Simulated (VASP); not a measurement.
**MnO2: single point with PBE**

MnO2:

```
CELL_PARAMETERS angstrom
2.87681 0.00000 0.00000
-1.43840 2.49139 0.00000
0.00000 0.00000 5.44645
ATOMIC_POSITIONS crystal
Mn 0.00000 0.00000 0.00000
O 0.33333 0.66667 0.17537
O 0.66667 0.33333 0.82463
```

| Item | Value |
| --- | --- |
| Program | VASP 6.6.1 |
| Task | single point |
| Functional | PBE |
| Potentials or basis | VASP PAW PBE potentials, release 64 (Mn_sv, O) |
| Cutoff | 700 eV |
| k mesh | 14 × 14 × 6 |
| Occupations | tetrahedron |
| Spin | collinear spin, ferromagnetic start |
| Starting moments | [3.0, 0.0, 0.0] μB |

```yaml
Pressure: -0.5 GPa
Largest_force: 0.020 eV/Å
Band_gap_on_the_k_mesh: 1.02 eV (least direct gap 1.07 eV)
Net_moment: 3.00 μB per cell
Site_moments: Mn +2.74; O +0.04 μB
Valence_electrons_inside_the_program's_atomic_spheres: Mn 12.75; O 4.99
```

Forces in eV/Å, atoms in the order of the input:
```
Mn   0.000  0.000  0.000
O    0.000  0.000 -0.020
O    0.000  0.000  0.020
```

Stress tensor (GPa, compression positive):
```
-0.41  0.00  0.00
 0.00 -0.41  0.00
 0.00  0.00 -0.57
```

Levels at points of the mesh, in eV from the valence-band top:
Spin up:
```csv
k point,band 12,band 13,band 14,band 15,band 16,band 17,band 18,band 19
"(0.00, 0.00, 0.00)",-1.41,-1.26,-1.26,-0.18,2.98,2.98,6.67,10.21
"(0.50, 0.00, 0.00)",-1.99,-1.73,-1.65,-0.91,2.23,2.84,11.53,12.41
"(0.00, 0.00, 0.50)",-1.87,-1.26,-1.26,-0.05,2.99,2.99,8.25,8.72
"(0.50, 0.00, 0.50)",-1.84,-1.73,-1.66,-0.94,2.23,2.82,11.07,12.48
```
Spin down:
| k point | band 10 | band 11 | band 12 | band 13 | band 14 | band 15 |
| --- | --- | --- | --- | --- | --- | --- |
| (0.00, 0.00, 0.00) | -1.27 | -1.21 | -1.21 | 1.02 | 1.02 | 2.59 |
| (0.50, 0.00, 0.00) | -2.87 | -2.61 | -1.82 | 1.30 | 1.76 | 2.05 |
| (0.00, 0.00, 0.50) | -1.74 | -1.22 | -1.22 | 1.02 | 1.02 | 2.66 |
| (0.50, 0.00, 0.50) | -2.85 | -2.60 | -1.66 | 1.29 | 1.76 | 2.05 |

Wall time 7.5 min on 1 thread of Intel(R) Xeon(R) Platinum 8488C (Sapphire Rapids), with other jobs on the host, peak memory 0.4 GiB.

Caveat: a cell with one magnetic atom can't hold antiferromagnetic order, which such compounds often take. A k mesh can miss the band edges.
